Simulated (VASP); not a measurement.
Here is a VASP 6.6.1 calculation.

INCAR

```
PREC = Accurate
ENCUT = 500
EDIFF = 1E-6
ISMEAR = -1
SIGMA = 0.1
LREAL = False
LASPH = True
NELM = 120
ALGO = Normal
ISIF = 2
LWAVE = False
LCHARG = True
GGA = PE
LELF = True
LVHAR = True
NBANDS = 30
GGA_COMPAT = False
```

KPOINTS

```
Automatic mesh
0
Gamma
  9 9 9
```

Contents of POSCAR:

```
CaTi2P2
1.0
    0.0000000000      3.9265500000      0.0000000000
    3.9265500000      0.0000000000      0.0000000000
    1.9632750000      1.9632750000     -5.0851630000
P Ti Ca
2 2 1
Direct
    0.3643000000      0.3643000000      0.2714000000
    0.6357000000      0.6357000000      0.7286000000
    0.7500000000      0.2500000000      0.5000000000
    0.2500000000      0.7500000000      0.5000000000
    0.0000000000      0.0000000000      0.0000000000
```

Potentials or basis: VASP PAW PBE potentials, release 64 (P, Ti_sv, Ca_sv).

The run is started by

```sh
$ cat potpaw_PBE.64/P/POTCAR potpaw_PBE.64/Ti_sv/POTCAR potpaw_PBE.64/Ca_sv/POTCAR > POTCAR
$ mpirun -np 1 vasp_std > vasp.out
```

(1) Estimate the band gap on the k mesh.

(2) Predict the largest force.

Results:

(1) zero (bands 22 and 23 overlap by 1.19 eV).

(2) 3.426 eV/Å.

Caveat: forces of over 1 eV/Å act on the atoms, so gaps and moduli don't describe the material at rest.
